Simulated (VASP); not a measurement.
# MoS2 (R-3m) in VASP: notebook

The runs below take MoS2 through single point, with PBEsol.

Everything below comes from runs of VASP 6.6.1. Logs are shortened: lines on timing, memory, paths and dates and some standing lists are left out, and cuts for length are marked.

### Step 1. The cell of the first run

Symmetry: R-3m, No. 166, trigonal system. The conventional cell has a = 3.171 Å, b = 3.171 Å, c = 18.345 Å, α = 90.00°, β = 90.00°, γ = 120.00°. Mo (site symmetry -3m) has 6 S at 2.39 Å and 6 Mo at 3.17 Å within 3.2 Å. S (site symmetry 3m) has 3 Mo at 2.39 Å and 6 S at 3.17 Å within 3.2 Å.

### Step 2. Single point, PBEsol

INCAR

```
SYSTEM = MoS2
  ALGO = Normal
  EDIFF = 1E-7
  ENCUT = 520
  GGA = PS
  ISIF = 2
  ISMEAR = 1
  LASPH = .TRUE.
  LCHARG = .TRUE.
  LELF = .TRUE.
  LREAL = .FALSE.
  LVHAR = .TRUE.
  LWAVE = .FALSE.
  NBANDS = 20
  NELM = 80
  PREC = Accurate
  SIGMA = 0.1
```

KPOINTS

```
k-points
0
G
  3 3 3
  0 0 0
```

POSCAR

```
MoS2
1.0
    1.5855000000      0.9153900000      6.1150000000
   -1.5855000000      0.9153900000      6.1150000000
    0.0000000000     -1.8307800000      6.1150000000
Mo S
1 2
Direct
    0.0000000000      0.0000000000      0.0000000000
    0.7500000000      0.7500000000      0.7500000000
    0.2500000000      0.2500000000      0.2500000000
```

Potentials or basis: VASP PAW PBE potentials, release 64 (Mo_sv, S).

On the command line:

```console
$ cat potpaw_PBE.64/Mo_sv/POTCAR potpaw_PBE.64/S/POTCAR > POTCAR
$ mpirun -np 1 vasp_std > vasp.out
```

OUTCAR:

```text
SYSTEM = MoS2
   EDIFF = 1E-7
   ENCUT = 520
   GGA = PS
   ISIF = 2
   ISMEAR = 1
   LASPH = .TRUE.
   LREAL = .FALSE.
   NELM = 80
   PREC = Accurate

 ion  position               nearest neighbor table
   1  0.000  0.000  0.000-   2 2.39   2 2.39   3 2.39   3 2.39   2 2.39   3 2.39
   2  0.750  0.750  0.750-   1 2.39   1 2.39   1 2.39
   3  0.250  0.250  0.250-   1 2.39   1 2.39   1 2.39

  LATTYP: Found a trigonal (rhomboedric) cell.
 ALAT       =     6.3831789966
 COS(alpha) =     0.8766073686

  Lattice vectors:

 A1 = (   1.5855000000,   0.9153900000,   6.1150000000)
 A2 = (  -1.5855000000,   0.9153900000,   6.1150000000)
 A3 = (   0.0000000000,  -1.8307800000,   6.1150000000)

Analysis of symmetry for initial positions (statically):
=====================================================================
 Subroutine PRICEL returns:
 Original cell was already a primitive cell.

 Routine SETGRP: Setting up the symmetry group for a
 trigonal (rhombohedral) supercell.

 Subroutine GETGRP returns: Found 12 space group operations
 (whereof 12 operations were pure point group operations)
 out of a pool of 12 trial point group operations.

The static configuration has the point symmetry D_3d.

Analysis of symmetry for dynamics (positions and initial velocities):
=====================================================================
 Subroutine PRICEL returns:
 Original cell was already a primitive cell.

 Routine SETGRP: Setting up the symmetry group for a
 trigonal (rhombohedral) supercell.

 Subroutine GETGRP returns: Found 12 space group operations
 (whereof 12 operations were pure point group operations)
 out of a pool of 12 trial point group operations.

The dynamic configuration has the point symmetry D_3d.

 Subroutine INISYM returns: Found 12 space group operations
 (whereof 12 operations are pure point group operations),
 and found     1 'primitive' translations

----------------------------------------------------------------------------------------

                                     Primitive cell

  volume of cell :      53.2501

[... 63 lines left out ...]
   ISTART =      0    job   : 0-new  1-cont  2-samecut
   ICHARG =      2    charge: 1-file 2-atom 10-const
   ISPIN  =      1    spin polarized calculation?
   LNONCOLLINEAR =      F non collinear calculations
   LSORBIT =      F    spin-orbit coupling
   LASPH  =      T    aspherical Exc in radial PAW
   ENCUT  =  520.0 eV  38.22 Ry    6.18 a.u.  11.87 11.87 11.87*2*pi/ulx,y,z
   NELM   =     80;   NELMIN=  2; NELMDL= -5     # of ELM steps
   EDIFF  = 0.1E-06   stopping-criterion for ELM
   LREAL  =      F    real-space projection
   EDIFFG = 0.1E-05   stopping-criterion for IOM
   NSW    =      0    number of steps for IOM
   IBRION =     -1    ionic relax: 0-MD 1-quasi-New 2-CG
   NFREE  =      0    steps in history (QN), initial steepest desc. (CG)
   ISIF   =      2    stress and relaxation
   ISYM   =      2    0-nonsym 1-usesym 2-fastsym
   POTIM  = 0.5000    time-step for ionic-motion
   TEBEG  =    0.0;   TEEND  =   0.0 temperature during run
   PSTRESS=    0.0 pullay stress
   NELECT =      26.0000    total number of electrons
   NUPDOWN=      -1.0000    fix difference up-down
   EMIN   =  10.00;   EMAX   =-10.00  energy-range for DOS
   EFERMI =   0.00;   METHOD = LEGACY
   ISMEAR =     1;   SIGMA  =   0.10  broadening in eV -4-tet -1-fermi 0-gaus
   EFERMI_NEDOS =   21; number of points for ismear=-14 and -15
   IALGO  =     38    algorithm
   IMIX   =      4    mixing-type and parameters
     AMIX     =   0.40;   BMIX     =  1.00
     AMIX_MAG =   1.60;   BMIX_MAG =  1.00
  volume/ion in A,a.u.               =      17.75       119.78
  Fermi-wavevector in a.u.,A,eV,Ry     =   1.289118  2.436079 22.610494  1.661824
  Thomas-Fermi vector in A             =   2.421030
   LORBIT       =      0    0 simple, 1 ext, 2 COOP (PROOUT), +10 PAW based schemes
   GGA     = PS    functional components
   LHFCALC =     F    Hartree Fock is set to
   AEXX    =    0.0000 exact exchange contribution
   IVDW    =     0    specifies the selected vdW correction
   LEPSILON=     F    determine dielectric tensor
   LRPA    =     F    only Hartree local field effects (RPA)
 non-spin polarized calculation
 Methfessel and Paxton  Order N= 1 SIGMA  =   0.10
  energy-cutoff  :      520.00
  volume of cell :       53.25
 maximum number of plane-waves:      1440
   NGX = 23   NGY = 23   NGZ = 23

 number of electron      25.9999998 magnetization

 Free energy of the ion-electron system (eV)
  ---------------------------------------------------
  ext. energy  EPLUGINS =         0.00000000
  ---------------------------------------------------
  free energy    TOTEN  =       -22.70701315 eV

  energy without entropy =      -22.70908542  energy(sigma->0) =      -22.70770391

 E-fermi :   7.6149     XC(G=0): -10.9878

 val. band max:        7.5587590403   @ k =   0.0000   0.0000   0.0000
 cond. band min:       8.0773668140   @ k =  -0.3333   0.3333   0.0000
 fundamental gap:      0.5186077737
 Fermi energy:         7.6148630636

 k-point     1 :       0.0000    0.0000    0.0000
  band No.  band energies     occupation
      1     -54.0628      2.00000
      2     -28.1718      2.00000
      3     -28.0768      2.00000
      4     -28.0767      2.00000
      5      -7.4204      2.00000
      6      -5.7483      2.00000
[... 127 lines left out ...]
     19      14.5785      0.00000
     20      16.5621      0.00000

------------------------ aborting loop because EDIFF is reached ----------------------------------------

  FORCE on cell =-STRESS in cart. coord.  units (eV):
  Direction    XX          YY          ZZ          XY          YZ          ZX
  --------------------------------------------------------------------------------------
  -------------------------------------------------------------------------------------
  Total        1.2757738      1.2757770      0.9589164      0.0000000      0.0000000      0.0000000
  in kB       38.3852297     38.3853260     28.8516855      0.0000000      0.0000000      0.0000000
  external PRESSURE =      35.2074137 kB  Pullay stress =       0.0000000 kB

 VOLUME and BASIS-vectors are now :
 -----------------------------------------------------------------------------
  energy-cutoff  :      520.00
  volume of cell :       53.25
      direct lattice vectors                 reciprocal lattice vectors
     1.585500000  0.915390000  6.115000000     0.315357931  0.182071758  0.054510766
    -1.585500000  0.915390000  6.115000000    -0.315357931  0.182071758  0.054510766
     0.000000000 -1.830780000  6.115000000     0.000000000 -0.364143516  0.054510766

 POSITION                                       TOTAL-FORCE (eV/Angst)
 -----------------------------------------------------------------------------------
      0.00000      0.00000      0.00000        -0.000000      0.000000      0.000000
      0.00000      0.00000     13.75875         0.000000     -0.000000      0.160213
      0.00000      0.00000      4.58625         0.000000      0.000000     -0.160213
 -----------------------------------------------------------------------------------
    total drift:                               -0.000000     -0.000000      0.000000

  FREE ENERGIE OF THE ION-ELECTRON SYSTEM (eV)
  ---------------------------------------------------
  free  energy   TOTEN  =       -22.7070131486 eV

  energy  without entropy=      -22.7090854239  energy(sigma->0) =      -22.70770391
```

stdout:

```text
POSCAR found type information on POSCAR MoS
 POSCAR found :  2 types and       3 ions
 scaLAPACK will be used
 -----------------------------------------------------------------------------
|                                                                             |
|                                                                             |
|     You enforced a specific xc type in the INCAR file but a different       |
|     I HOPE YOU KNOW WHAT YOU ARE DOING!                                     |
|                                                                             |
 -----------------------------------------------------------------------------

 LDA part: xc-table for (Slater+PW92), standard interpolation
 POSCAR, INCAR and KPOINTS ok, starting setup
 FFT: planning ... GRIDC
 FFT: planning ... GRID_SOFT
 FFT: planning ... GRID
 WAVECAR not read
 entering main loop
```

Run time: 31 s. Hardware: 1 thread of Intel Xeon 8259CL, shared host; peak memory 0.3 GiB.

What came out:

```
Free energy            : -22.7070 eV
Pressure               : 3.5 GPa
Largest force          : 0.160 eV/Å
Band gap on the k mesh : zero (bands 13 and 14 overlap by 0.60 eV)
```

Forces on the atoms (eV/Å):
```
Mo   0.000  0.000  0.000
S    0.000  0.000  0.160
S    0.000  0.000 -0.160
```

Caveat: the k points lie up to 0.77 Å⁻¹ apart, too coarse for converged energies and pressures of a metal; the PAW data sets were made with another functional, which shifts forces and pressure a little.

### Step 3. Single point, PBEsol

INCAR

```
SYSTEM = MoS2
PREC = Accurate
ENCUT = 520
EDIFF = 1E-7
ISMEAR = 1
SIGMA = 0.1
LREAL = .False.
LASPH = .True.
NELM = 60
ALGO = Normal
ISIF = 2
LWAVE = .False.
LCHARG = .False.
GGA = PS
NBANDS = 20
```

KPOINTS

```
Automatic mesh
0
Gamma
  4 4 4
  0 0 0
```

POSCAR is that of step 2.

Potentials or basis: VASP PAW PBE potentials, release 64 (Mo_sv, S).

On the command line:

```console
$ cat potpaw_PBE.64/Mo_sv/POTCAR potpaw_PBE.64/S/POTCAR > POTCAR
$ mpirun -np 1 vasp_std > vasp.out
```

OUTCAR:

```text
SYSTEM = MoS2
   PREC = Accurate
   ENCUT = 520
   EDIFF = 1E-7
   ISMEAR = 1
   LREAL = .False.
   LASPH = .True.
   NELM = 60
   ISIF = 2
   GGA = PS

 ion  position               nearest neighbor table
   1  0.000  0.000  0.000-   2 2.39   2 2.39   3 2.39   3 2.39   2 2.39   3 2.39
   2  0.750  0.750  0.750-   1 2.39   1 2.39   1 2.39
   3  0.250  0.250  0.250-   1 2.39   1 2.39   1 2.39

  LATTYP: Found a trigonal (rhomboedric) cell.
 ALAT       =     6.3831789966
 COS(alpha) =     0.8766073686

  Lattice vectors:

 A1 = (   1.5855000000,   0.9153900000,   6.1150000000)
 A2 = (  -1.5855000000,   0.9153900000,   6.1150000000)
 A3 = (   0.0000000000,  -1.8307800000,   6.1150000000)

Analysis of symmetry for initial positions (statically):
=====================================================================
 Subroutine PRICEL returns:
 Original cell was already a primitive cell.

 Routine SETGRP: Setting up the symmetry group for a
 trigonal (rhombohedral) supercell.

 Subroutine GETGRP returns: Found 12 space group operations
 (whereof 12 operations were pure point group operations)
 out of a pool of 12 trial point group operations.

The static configuration has the point symmetry D_3d.

Analysis of symmetry for dynamics (positions and initial velocities):
=====================================================================
 Subroutine PRICEL returns:
 Original cell was already a primitive cell.

 Routine SETGRP: Setting up the symmetry group for a
 trigonal (rhombohedral) supercell.

 Subroutine GETGRP returns: Found 12 space group operations
 (whereof 12 operations were pure point group operations)
 out of a pool of 12 trial point group operations.

[... 102 lines left out ...]
   NUPDOWN=      -1.0000    fix difference up-down
   EMIN   =  10.00;   EMAX   =-10.00  energy-range for DOS
   EFERMI =   0.00;   METHOD = LEGACY
   ISMEAR =     1;   SIGMA  =   0.10  broadening in eV -4-tet -1-fermi 0-gaus
   EFERMI_NEDOS =   21; number of points for ismear=-14 and -15
   IALGO  =     38    algorithm
   IMIX   =      4    mixing-type and parameters
     AMIX     =   0.40;   BMIX     =  1.00
     AMIX_MAG =   1.60;   BMIX_MAG =  1.00
  volume/ion in A,a.u.               =      17.75       119.78
  Fermi-wavevector in a.u.,A,eV,Ry     =   1.289118  2.436079 22.610494  1.661824
  Thomas-Fermi vector in A             =   2.421030
   LORBIT       =      0    0 simple, 1 ext, 2 COOP (PROOUT), +10 PAW based schemes
   GGA     = PS    functional components
   LHFCALC =     F    Hartree Fock is set to
   AEXX    =    0.0000 exact exchange contribution
   IVDW    =     0    specifies the selected vdW correction
   LEPSILON=     F    determine dielectric tensor
   LRPA    =     F    only Hartree local field effects (RPA)
 non-spin polarized calculation
 Methfessel and Paxton  Order N= 1 SIGMA  =   0.10
  energy-cutoff  :      520.00
  volume of cell :       53.25
 maximum number of plane-waves:      1444
   NGX = 23   NGY = 23   NGZ = 23

 number of electron      25.9999998 magnetization

 Free energy of the ion-electron system (eV)
  ---------------------------------------------------
  ext. energy  EPLUGINS =         0.00000000
  ---------------------------------------------------
  free energy    TOTEN  =       -22.46102659 eV

  energy without entropy =      -22.45600282  energy(sigma->0) =      -22.45935200

 E-fermi :   7.6396     XC(G=0): -10.9971

 val. band max:        7.6366776111   @ k =   0.5000   0.2500   0.0000
 cond. band min:       7.6433687970   @ k =   0.5000   0.5000   0.5000
 fundamental gap:      0.0066911859
 Fermi energy:         7.6395529057

 k-point     1 :       0.0000    0.0000    0.0000
  band No.  band energies     occupation
      1     -54.0022      2.00000
      2     -28.1100      2.00000
      3     -28.0243      2.00000
      4     -28.0243      2.00000
      5      -7.4551      2.00000
      6      -5.7915      2.00000
[... 288 lines left out ...]
     19      15.7238      0.00000
     20      17.2769      0.00000

------------------------ aborting loop because EDIFF is reached ----------------------------------------

  FORCE on cell =-STRESS in cart. coord.  units (eV):
  Direction    XX          YY          ZZ          XY          YZ          ZX
  --------------------------------------------------------------------------------------
  -------------------------------------------------------------------------------------
  Total        1.1544156      1.1544185      1.3573490      0.0000000      0.0000000      0.0000000
  in kB       34.7338289     34.7339161     40.8396476      0.0000000      0.0000000      0.0000000
  external PRESSURE =      36.7691309 kB  Pullay stress =       0.0000000 kB

 VOLUME and BASIS-vectors are now :
 -----------------------------------------------------------------------------
  energy-cutoff  :      520.00
  volume of cell :       53.25
      direct lattice vectors                 reciprocal lattice vectors
     1.585500000  0.915390000  6.115000000     0.315357931  0.182071758  0.054510766
    -1.585500000  0.915390000  6.115000000    -0.315357931  0.182071758  0.054510766
     0.000000000 -1.830780000  6.115000000     0.000000000 -0.364143516  0.054510766

 POSITION                                       TOTAL-FORCE (eV/Angst)
 -----------------------------------------------------------------------------------
      0.00000      0.00000      0.00000         0.000000      0.000000     -0.000000
      0.00000      0.00000     13.75875         0.000000     -0.000000      0.527982
      0.00000      0.00000      4.58625         0.000000      0.000000     -0.527982
 -----------------------------------------------------------------------------------
    total drift:                               -0.000000     -0.000000      0.000000

  FREE ENERGIE OF THE ION-ELECTRON SYSTEM (eV)
  ---------------------------------------------------
  free  energy   TOTEN  =       -22.4610265871 eV

  energy  without entropy=      -22.4560028187  energy(sigma->0) =      -22.45935200
```

stdout:

```text
POSCAR found type information on POSCAR MoS
 POSCAR found :  2 types and       3 ions
 scaLAPACK will be used
 -----------------------------------------------------------------------------
|                                                                             |
|                                                                             |
|     You enforced a specific xc type in the INCAR file but a different       |
|     I HOPE YOU KNOW WHAT YOU ARE DOING!                                     |
|                                                                             |
 -----------------------------------------------------------------------------

 LDA part: xc-table for (Slater+PW92), standard interpolation
 POSCAR, INCAR and KPOINTS ok, starting setup
 FFT: planning ... GRIDC
 FFT: planning ... GRID_SOFT
 FFT: planning ... GRID
 WAVECAR not read
 entering main loop
```

Wall time 73 s (1 thread of Intel Xeon 8259CL, shared host); peak memory 0.3 GiB.

What came out:

| Item | Value |
| --- | --- |
| Free energy | -22.4610 eV |
| Pressure | 3.7 GPa |
| Largest force | 0.528 eV/Å |
| Band gap on the k mesh | zero (bands 13 and 14 overlap by 0.23 eV) |

Forces on the atoms (eV/Å):
```
Mo   0.000  0.000  0.000
S    0.000  0.000  0.528
S    0.000  0.000 -0.528
```

Stress tensor (GPa, compression positive):
```
3.47 0.00 0.00
0.00 3.47 0.00
0.00 0.00 4.08
```

Caveat: the k points lie up to 0.58 Å⁻¹ apart; the PAW data sets were made with another functional, which shifts forces and pressure a little.
